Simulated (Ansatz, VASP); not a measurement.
Be6S: VASP beside Ansatz

```
Be S
1.0
     3.24802    0.00000    0.00000
     0.00000    3.24802    0.00000
     0.00000    0.00000    6.44955
Be S
6 1
Direct
  0.00000 0.50000 0.72993
  0.50000 0.00000 0.72993
  0.00000 0.50000 0.27007
  0.50000 0.00000 0.27007
  0.00000 0.00000 0.50000
  0.50000 0.50000 0.50000
  0.00000 0.00000 0.00000
```

Alike in both runs: task single point; functional PBE; k mesh 6 × 6 × 4; occupations gaussian, width 0.2 eV; no spin polarisation.

|  | VASP | Ansatz |
| --- | --- | --- |
| version | VASP 6.6.1 | Ansatz 0.2.0 |
| potentials or method | VASP PAW PBE potentials, release 64 (Be, S), cutoff 520 eV | scalar-relativistic, plane waves, PAW |
| valence electrons in the cell | 18 | 18 |

|  | VASP | Ansatz | Ansatz less VASP |
| --- | --- | --- | --- |
| gap on the k mesh at the Fermi level (eV) | none | none | - |
| pressure (GPa) | 0.1 | 0.1 | -0.08 |
| traceless stress, the component that is largest in VASP (GPa) | 0.68 | 0.65 | -0.034 |
| rms of the force components (eV/Å) | 0.027 | 0.024 | -0.0027 |

Atom by atom the forces differ by 0.003 eV/Å (rms over components). A gap of «none» marks a metal or a gap that the smearing closes.
